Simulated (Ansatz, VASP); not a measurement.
**Two plane-wave programs on Te**

The input INCAR:

```
PREC = Accurate ; ENCUT = 600
EDIFF = 1E-6 ; ISMEAR = -1
SIGMA = 0.05 ; LREAL = F
LASPH = T ; NELM = 100
ALGO = Normal ; ISIF = 3
LWAVE = F ; LCHARG = F
GGA = PS ; IBRION = 2
NSW = 60 ; EDIFFG = -0.005
```

KPOINTS

```
Automatic mesh
0
Gamma
  15 15 15
```

File POSCAR:

```
Te
1.0
   -1.9354383203      1.9354383203      1.9354383203
    1.9354383203     -1.9354383203      1.9354383203
    1.9354383203      1.9354383203     -1.9354383203
Te
1
Direct
    0.0000000000      0.0000000000      0.0000000000
```

Input for Ansatz:

```yaml
crystal:
  lattice:
    - [-1.9354383203, 1.9354383203, 1.9354383203]
    - [1.9354383203, -1.9354383203, 1.9354383203]
    - [1.9354383203, 1.9354383203, -1.9354383203]
  atoms:
    - { symbol: Te, position: [0.0, 0.0, 0.0] }
kpoints:
  mp_grid: { grid: [15, 15, 15] }
scf:
  occupations: { method: fermi_dirac, width: 0.05 }
hamiltonian:
  xc: pbesol
  pseudopotentials: { kind: paw }
output:
  forces: true
  stress: true
  write_density: true
  write_potential: true
  elf: true
  volumetric_format: npy
relax:
  f_tol: 0.005
  max_steps: 40
  cell: {}
```

Alike in both runs: task relaxation of cell and atoms; functional PBEsol; k mesh 15 × 15 × 15; occupations fermi-dirac, width 0.05 eV; no spin polarisation.

```csv
,VASP,Ansatz
version,VASP 6.6.1,Ansatz 0.2.0
potentials or method,"VASP PAW PBE potentials, release 64 (Te)","PAW with Ansatz's default frozen-core files, scalar-relativistic"
plane-wave cutoff (eV),600,420
valence electrons in the cell,6,16
```

```tsv
	VASP	Ansatz	Ansatz less VASP
relaxed volume (Å³/atom)	27.06	27.06	+0.002
relaxed length of the cell vector where the two differ most in proportion (Å)	3.276	3.276	+0.0001
```

VASP's potentials were made for PBE, not for PBEsol. VASP's potentials hold 6 valence electrons a cell and Ansatz's 16, so a difference there can come from the potentials and not from the codes.

Neither program's run includes spin-orbit coupling.
